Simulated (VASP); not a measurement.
Wanted: the native input for a VASP 6.6.1 run.

```yaml
Task: single point
Functional: r2SCAN
Potentials_or_basis: VASP PAW PBE potentials, release 64 (Si, Se)
Cutoff: 520 eV
k_mesh: 6 × 6 × 6
Occupations: gaussian, width 0.02 eV
Spin: no spin polarisation
Dipole_correction: no
Further_INCAR_settings: ALGO = Normal; EDIFF = 1e-07; NBANDS = 25
```

SiSe2:

```
CELL_PARAMETERS angstrom
-3.11202 5.01022 2.93545
3.11202 -5.01022 2.93545
3.11202 5.01022 -2.93545
ATOMIC_POSITIONS crystal
Si 0.75000 0.75000 0.00000
Si 0.25000 0.25000 0.00000
Se 0.12065 0.20322 0.32387
Se 0.87935 0.79678 0.67613
Se 0.37935 0.70322 0.08257
Se 0.62065 0.29678 0.91743
```

These files were run (other wordings do the same):

POSCAR

```
SiSe2
1.0
   -3.1120170000      5.0102210000      2.9354490000
    3.1120170000     -5.0102210000      2.9354490000
    3.1120170000      5.0102210000     -2.9354490000
Si Se
2 4
Direct
    0.7500000000      0.7500000000      0.0000000000
    0.2500000000      0.2500000000      0.0000000000
    0.1206520000      0.2032190000      0.3238710000
    0.8793480000      0.7967810000      0.6761290000
    0.3793480000      0.7032190000      0.0825670000
    0.6206520000      0.2967810000      0.9174330000
```

INCAR.step1

```
  PREC = Accurate
  ENCUT = 520
  ISMEAR = 0
  SIGMA = 0.02
  LREAL = False
  LASPH = True
  NELM = 100
  NBANDS = 25
  GGA = PE
  ALGO = Normal
  EDIFF = 1E-4
  LWAVE = True
  LCHARG = False
```

INCAR.step2

```
  PREC = Accurate
  ENCUT = 520
  EDIFF = 1E-7
  ISMEAR = 0
  SIGMA = 0.02
  LREAL = False
  LASPH = True
  NELM = 100
  ALGO = Normal
  ISIF = 2
  LWAVE = False
  LCHARG = True
  METAGGA = R2SCAN
  LMIXTAU = True
  LELF = True
  LVHAR = True
  NBANDS = 25
  ISTART = 1
```

KPOINTS

```
regular mesh
0
Gamma
  6 6 6
```

Potentials or basis: VASP PAW PBE potentials, release 64 (Si, Se).

Run with:

```console
$ cat potpaw_PBE.64/Si/POTCAR potpaw_PBE.64/Se/POTCAR > POTCAR
$ cp INCAR.step1 INCAR
$ mpirun -np 1 vasp_std > vasp.out
$ cp INCAR.step2 INCAR
$ mpirun -np 1 vasp_std > vasp.out
```

Results of the run:

```
Pressure               : 0.0 GPa
Largest force          : 0.004 eV/Å
Band gap on the k mesh : 2.31 eV (least direct gap 2.43 eV)
```

Caveat: the PAW data sets were made with another functional, which shifts forces and pressure a little.

Wall time 12 min on 1 thread of AMD EPYC 9R45 96-Core Processor (Zen 5), on a shared host, peak memory 0.45 GiB.
